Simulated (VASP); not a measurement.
# ZnO (P6_3mc) in VASP: notebook

ZnO is run at these levels: PBE; tasks: single point.

Everything below comes from runs of VASP 6.6.1. Logs are shortened: lines on timing, memory, paths and dates and some standing lists are left out, and cuts for length are marked.

## (1) The cell of the first run

It takes space group P6_3mc (No. 186, hexagonal). Conventional cell: a = 3.148 Å, b = 3.148 Å, c = 5.505 Å, α = 90.00°, β = 90.00°, γ = 120.00°. Zn (site symmetry 3m) has 4 O at 1.94 to 2.09 Å within 2.6 Å. O (site symmetry 3m) has 4 Zn at 1.94 to 2.09 Å within 2.6 Å.

## (2) Single point, PBE (strain -0.040 along x and y, +0.040 along z)

The input, INCAR:

```
SYSTEM = ZnO
  ALGO = Normal
  EDIFF = 1E-6
  ENCUT = 1340
  GGA = PE
  GGA_COMPAT = .FALSE.
  ISIF = 2
  ISMEAR = 0
  LASPH = .TRUE.
  LCHARG = .TRUE.
  LELF = .TRUE.
  LREAL = .FALSE.
  LVHAR = .TRUE.
  LWAVE = .FALSE.
  NBANDS = 26
  NELM = 120
  PREC = Accurate
  SIGMA = 0.05
```

The input, KPOINTS:

```
k-points
0
G
  12 12 6
  0 0 0
```

The input, POSCAR:

```
ZnO
1.0
    3.1482963083      0.0000000000      0.0000000000
   -1.5741481541      2.7265045816      0.0000000000
    0.0000000000      0.0000000000      5.5048556811
Zn O
2 2
Direct
    0.3333333333      0.6666666667      0.0015026881
    0.6666666667      0.3333333333      0.5015026881
    0.3333333333      0.6666666667      0.3805973119
    0.6666666667      0.3333333333      0.8805973119
```

Potentials or basis: VASP PAW PBE potentials, release 64 (Zn, O_h).

Started as:

```sh
> cat potpaw_PBE.64/Zn/POTCAR potpaw_PBE.64/O_h/POTCAR > POTCAR
> mpirun -np 1 vasp_std > vasp.out
```

OUTCAR:

```text
SYSTEM = ZnO
   EDIFF = 1E-6
   ENCUT = 1340
   GGA = PE
   ISIF = 2
   ISMEAR = 0
   LASPH = .TRUE.
   LREAL = .FALSE.
   NELM = 120
   PREC = Accurate

 ion  position               nearest neighbor table
   1  0.333  0.667  0.002-   4 1.94   4 1.94   4 1.94   3 2.09
   2  0.667  0.333  0.502-   3 1.94   3 1.94   3 1.94   4 2.09
   3  0.333  0.667  0.381-   2 1.94   2 1.94   2 1.94   1 2.09
   4  0.667  0.333  0.881-   1 1.94   1 1.94   1 1.94   2 2.09

  LATTYP: Found a hexagonal cell.
 ALAT       =     3.1482963083
 C/A-ratio  =     1.7485189264

  Lattice vectors:

 A1 = (   3.1482963083,   0.0000000000,   0.0000000000)
 A2 = (  -1.5741481541,   2.7265045816,   0.0000000000)
 A3 = (   0.0000000000,   0.0000000000,   5.5048556811)

Analysis of symmetry for initial positions (statically):
=====================================================================
 Subroutine PRICEL returns:
 Original cell was already a primitive cell.

 Routine SETGRP: Setting up the symmetry group for a
 hexagonal supercell.

 Subroutine GETGRP returns: Found 12 space group operations
 (whereof  6 operations were pure point group operations)
 out of a pool of 24 trial point group operations.

The static configuration has the point symmetry C_3v.
 The point group associated with its full space group is C_6v.

Analysis of symmetry for dynamics (positions and initial velocities):
=====================================================================
 Subroutine PRICEL returns:
 Original cell was already a primitive cell.

 Routine SETGRP: Setting up the symmetry group for a
 hexagonal supercell.

 Subroutine GETGRP returns: Found 12 space group operations
 (whereof  6 operations were pure point group operations)
 out of a pool of 24 trial point group operations.

The dynamic configuration has the point symmetry C_3v.
 The point group associated with its full space group is C_6v.

 Subroutine INISYM returns: Found 12 space group operations
 (whereof  6 operations are pure point group operations),
 and found     1 'primitive' translations

----------------------------------------------------------------------------------------

                                     Primitive cell

  volume of cell :      47.2528

  direct lattice vectors                    reciprocal lattice vectors
     3.148296308  0.000000000  0.000000000     0.317632110  0.183384984  0.000000000
    -1.574148154  2.726504582  0.000000000     0.000000000  0.366769969  0.000000000
     0.000000000  0.000000000  5.504855681     0.000000000  0.000000000  0.181657805

  length of vectors
     3.148296308  3.148296308  5.504855681     0.366769969  0.366769969  0.181657805

  position of ions in fractional coordinates (direct lattice)
     0.333333333  0.666666667  0.001502688
     0.666666667  0.333333333  0.501502688
     0.333333333  0.666666667  0.380597312
     0.666666667  0.333333333  0.880597312

  ion indices of the primitive-cell ions
   primitive index   ion index
                 1           1
                 2           2
                 3           3
                 4           4

----------------------------------------------------------------------------------------

 KPOINTS: k-points

Automatic generation of k-mesh.
 Grid dimensions read from file:
 generate k-points for:   12   12    6

 Generating k-lattice:

  Cartesian coordinates                     Fractional coordinates (reciprocal lattice)
     0.026469343  0.015282082  0.000000000     0.083333333  0.000000000  0.000000000
     0.000000000  0.030564164  0.000000000     0.000000000  0.083333333  0.000000000
     0.000000000  0.000000000  0.030276301     0.000000000  0.000000000  0.166666667

  Length of vectors
     0.030564164  0.030564164  0.030276301

  Shift w.r.t. Gamma in fractional coordinates (k-lattice)
     0.000000000  0.000000000  0.000000000

 Subroutine IBZKPT returns following result:
 ===========================================

 Found     76 irreducible k-points:

 Following reciprocal coordinates:
            Coordinates               Weight
  0.000000  0.000000  0.000000      1.000000
  0.083333  0.000000  0.000000      6.000000
  0.166667  0.000000  0.000000      6.000000
  0.250000  0.000000  0.000000      6.000000
  0.333333  0.000000  0.000000      6.000000
  0.416667 -0.000000  0.000000      6.000000
[... 16 lines left out ...]
  0.250000  0.000000  0.166667     12.000000
  0.333333  0.000000  0.166667     12.000000
 [... further k-points ...]
   k-points           NKPTS =     76   k-points in BZ     NKDIM =     76   number of bands    NBANDS=     26
   number of dos      NEDOS =    301   number of ions     NIONS =      4
   total plane-waves  NPLWV = 112000
   dimension x,y,z NGX =    40 NGY =   40 NGZ =   70
   dimension x,y,z NGXF=    80 NGYF=   80 NGZF=  140
   ions per type =               2   2
   NGX,Y,Z   is equivalent  to a cutoff of  21.12, 21.12, 21.14 a.u.
   NGXF,Y,Z  is equivalent  to a cutoff of  42.24, 42.24, 42.28 a.u.
 SYSTEM =  ZnO
   PREC   = accura    normal or accurate (medium, high low for compatibility)
   ISTART =      0    job   : 0-new  1-cont  2-samecut
   ICHARG =      2    charge: 1-file 2-atom 10-const
   ISPIN  =      1    spin polarized calculation?
   LNONCOLLINEAR =      F non collinear calculations
   LSORBIT =      F    spin-orbit coupling
   LASPH  =      T    aspherical Exc in radial PAW
   ENCUT  = 1340.0 eV  98.49 Ry    9.92 a.u.   9.40  9.40 16.43*2*pi/ulx,y,z
   NELM   =    120;   NELMIN=  2; NELMDL= -5     # of ELM steps
   EDIFF  = 0.1E-05   stopping-criterion for ELM
   LREAL  =      F    real-space projection
   EDIFFG = 0.1E-04   stopping-criterion for IOM
   NSW    =      0    number of steps for IOM
   IBRION =     -1    ionic relax: 0-MD 1-quasi-New 2-CG
   NFREE  =      0    steps in history (QN), initial steepest desc. (CG)
   ISIF   =      2    stress and relaxation
   ISYM   =      2    0-nonsym 1-usesym 2-fastsym
   POTIM  = 0.5000    time-step for ionic-motion
   TEBEG  =    0.0;   TEEND  =   0.0 temperature during run
   PSTRESS=    0.0 pullay stress
   NELECT =      36.0000    total number of electrons
   NUPDOWN=      -1.0000    fix difference up-down
   EMIN   =  10.00;   EMAX   =-10.00  energy-range for DOS
   EFERMI =   0.00;   METHOD = LEGACY
   ISMEAR =     0;   SIGMA  =   0.05  broadening in eV -4-tet -1-fermi 0-gaus
   EFERMI_NEDOS =   21; number of points for ismear=-14 and -15
   IALGO  =     38    algorithm
   IMIX   =      4    mixing-type and parameters
     AMIX     =   0.40;   BMIX     =  1.00
     AMIX_MAG =   1.60;   BMIX_MAG =  1.00
  volume/ion in A,a.u.               =      11.81        79.72
  Fermi-wavevector in a.u.,A,eV,Ry     =   1.495202  2.825521 30.417562  2.235628
  Thomas-Fermi vector in A             =   2.607377
   LORBIT       =      0    0 simple, 1 ext, 2 COOP (PROOUT), +10 PAW based schemes
   GGA     = PE    functional components
   LHFCALC =     F    Hartree Fock is set to
   AEXX    =    0.0000 exact exchange contribution
   IVDW    =     0    specifies the selected vdW correction
   LEPSILON=     F    determine dielectric tensor
   LRPA    =     F    only Hartree local field effects (RPA)
 non-spin polarized calculation
 Gauss-broadening in eV      SIGMA  =   0.05
  energy-cutoff  :     1340.00
  volume of cell :       47.25
 maximum number of plane-waves:      5324
 NGX is ok and might be reduce to    40
   NGX = 19   NGY = 19   NGZ = 33

 number of electron      36.0000002 magnetization

 Free energy of the ion-electron system (eV)
  ---------------------------------------------------
  ext. energy  EPLUGINS =         0.00000000
  ---------------------------------------------------
  free energy    TOTEN  =       -17.67975554 eV

  energy without entropy =      -17.67975554  energy(sigma->0) =      -17.67975554

 E-fermi :   1.9689     XC(G=0): -10.9544

 val. band max:        1.6920292297   @ k =   0.0000   0.0000   0.0000
 cond. band min:       2.3273204250   @ k =   0.0000   0.0000   0.0000
 fundamental gap:      0.6352911952
 Fermi energy:         1.9688860273

 k-point     1 :       0.0000    0.0000    0.0000
  band No.  band energies     occupation
      1     -16.5797      2.00000
      2     -15.9762      2.00000
      3      -4.2896      2.00000
      4      -4.2011      2.00000
      5      -4.2011      2.00000
      6      -4.1319      2.00000
[... 18 lines left out ...]
     25      16.4251      0.00000
     26      16.4251      0.00000

 k-point     2 :       0.0833    0.0000    0.0000
  band No.  band energies     occupation
      1     -16.5371      2.00000
      2     -15.9516      2.00000
      3      -4.2630      2.00000
      4      -4.2067      2.00000
      5      -4.1754      2.00000
      6      -4.1079      2.00000
[... 18 lines left out ...]
     25      15.8075      0.00000
     26      16.5026      0.00000

 k-point     3 :       0.1667    0.0000    0.0000
  band No.  band energies     occupation
      1     -16.4175      2.00000
      2     -15.8849      2.00000
      3      -4.3757      2.00000
      4      -4.1087      2.00000
      5      -4.1070      2.00000
      6      -4.0167      2.00000
[... 18 lines left out ...]
     25      15.4748      0.00000
     26      16.5058      0.00000

 k-point     4 :       0.2500    0.0000    0.0000
  band No.  band energies     occupation
      1     -16.2452      2.00000
      2     -15.7965      2.00000
      3      -4.4963      2.00000
      4      -4.1522      2.00000
      5      -4.0216      2.00000
      6      -3.8668      2.00000
[... 18 lines left out ...]
     25      15.5670      0.00000
     26      16.1206      0.00000
[... 496 lines left out ...]
      1     -16.3833      2.00000
      2     -15.9221      2.00000
      3      -4.3952      2.00000
      4      -4.2238      2.00000
      5      -4.0971      2.00000
      6      -4.0248      2.00000
[... 18 lines left out ...]
     25      15.4908      0.00000
     26      16.3485      0.00000

 k-point    23 :       0.2500    0.0000    0.1667
  band No.  band energies     occupation
      1     -16.2159      2.00000
      2     -15.8272      2.00000
      3      -4.5119      2.00000
      4      -4.2400      2.00000
      5      -4.0080      2.00000
      6      -3.8798      2.00000
[... 18 lines left out ...]
     25      15.5839      0.00000
     26      16.2026      0.00000

 k-point    24 :       0.3333    0.0000    0.1667
  band No.  band energies     occupation
      1     -16.0351      2.00000
      2     -15.7380      2.00000
      3      -4.5684      2.00000
      4      -4.2804      2.00000
      5      -3.9317      2.00000
      6      -3.7073      2.00000
[... 18 lines left out ...]
     25      15.4500      0.00000
     26      16.1910      0.00000

 [... further k-points ...]

------------------------ aborting loop because EDIFF is reached ----------------------------------------

  FORCE on cell =-STRESS in cart. coord.  units (eV):
  Direction    XX          YY          ZZ          XY          YZ          ZX
  --------------------------------------------------------------------------------------
  -------------------------------------------------------------------------------------
  Total        4.2016655      4.2016655     -1.0509291      0.0000000      0.0000000      0.0000000
  in kB      142.4637215    142.4637215    -35.6333165      0.0000000      0.0000000      0.0000000
  external PRESSURE =      83.0980422 kB  Pullay stress =       0.0000000 kB

 VOLUME and BASIS-vectors are now :
 -----------------------------------------------------------------------------
  energy-cutoff  :     1340.00
  volume of cell :       47.25
      direct lattice vectors                 reciprocal lattice vectors
     3.148296308  0.000000000  0.000000000     0.317632110  0.183384984  0.000000000
    -1.574148154  2.726504582  0.000000000     0.000000000  0.366769969  0.000000000
     0.000000000  0.000000000  5.504855681     0.000000000  0.000000000  0.181657805

 POSITION                                       TOTAL-FORCE (eV/Angst)
 -----------------------------------------------------------------------------------
     -0.00000      1.81767      0.00827        -0.000000      0.000000      0.620202
      1.57415      0.90883      2.76070         0.000000     -0.000000      0.620202
     -0.00000      1.81767      2.09513         0.000000     -0.000000     -0.620202
      1.57415      0.90883      4.84756        -0.000000      0.000000     -0.620202
 -----------------------------------------------------------------------------------
    total drift:                               -0.000000      0.000000      0.000007

  FREE ENERGIE OF THE ION-ELECTRON SYSTEM (eV)
  ---------------------------------------------------
  free  energy   TOTEN  =       -17.6797555402 eV

  energy  without entropy=      -17.6797555402  energy(sigma->0) =      -17.67975554
```

It took 6.2 min on 1 thread of Intel Xeon Platinum 8375C at 2.90GHz (Ice Lake), shared host; peak memory 0.54 GiB.

What came out:

| Property | Result |
| --- | --- |
| Free energy | -17.6798 eV |
| Pressure | 8.3 GPa |
| Largest force | 0.620 eV/Å |
| Band gap on the k mesh | 0.64 eV |

Forces on the atoms (eV/Å):
```
Zn   0.000  0.000  0.620
Zn   0.000  0.000  0.620
O    0.000  0.000 -0.620
O    0.000  0.000 -0.620
```

Levels at points of the mesh, in eV from the valence-band top:
```csv
k point,band 15,band 16,band 17,band 18,band 19,band 20,band 21,band 22
"(0.00, 0.00, 0.00)",-0.62,-0.34,0.00,0.00,0.64,5.41,7.45,12.51
"(0.50, 0.00, 0.00)",-2.88,-2.09,-1.46,-0.96,5.78,6.88,7.00,8.80
"(0.00, 0.00, 0.50)",-0.31,-0.31,-0.31,-0.31,3.28,3.28,9.47,9.47
"(0.50, 0.00, 0.50)",-1.69,-1.69,-1.50,-1.50,5.50,5.50,8.44,8.44
```

Caveat: the cell differs from its parent crystal (strain -0.040 along x and y, +0.040 along z); the stress differs along the axes, from -4 to 14 GPa; semilocal functionals underestimate gaps, and a narrow one can read as zero.

[end of part 1 of 2]
